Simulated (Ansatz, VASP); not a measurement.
## Two plane-wave programs on AgCl

```
Ag Cl
1.0
     0.00000    2.77317    2.77317
     2.77317    0.00000    2.77317
     2.77317    2.77317    0.00000
Ag Cl
1 1
Direct
  0.00000 0.00000 0.00000
  0.50000 0.50000 0.50000
```

Alike in both runs: task single point; functional HSE06; k mesh 4 × 4 × 4; no spin polarisation.

|  | VASP | Ansatz |
| --- | --- | --- |
| version | VASP 6.6.1 | Ansatz 0.2.0 |
| potentials or method | VASP PAW PBE potentials, release 64 (Ag, Cl) | plane waves, PAW |
| plane-wave cutoff (eV) | 520 | 420 |
| occupations | gaussian, width 0.01 eV | fixed |
| valence electrons in the cell | 18 | 26 |

Ansatz gave:

- gap on the k mesh at the Fermi level (eV): 2.42
- pressure (GPa): 1.5

Question: Estimate VASP's values.

Answer: gap on the k mesh at the Fermi level (eV): 2.40; pressure (GPa): 1.4.

VASP's potentials hold 18 valence electrons a cell and Ansatz's 26, so a difference there can come from the potentials and not from the codes. Ansatz's warnings: stress exchange threshold loose, stress scf threshold loose.

The k mesh is coarse, so the values compare programs but aren't converged.
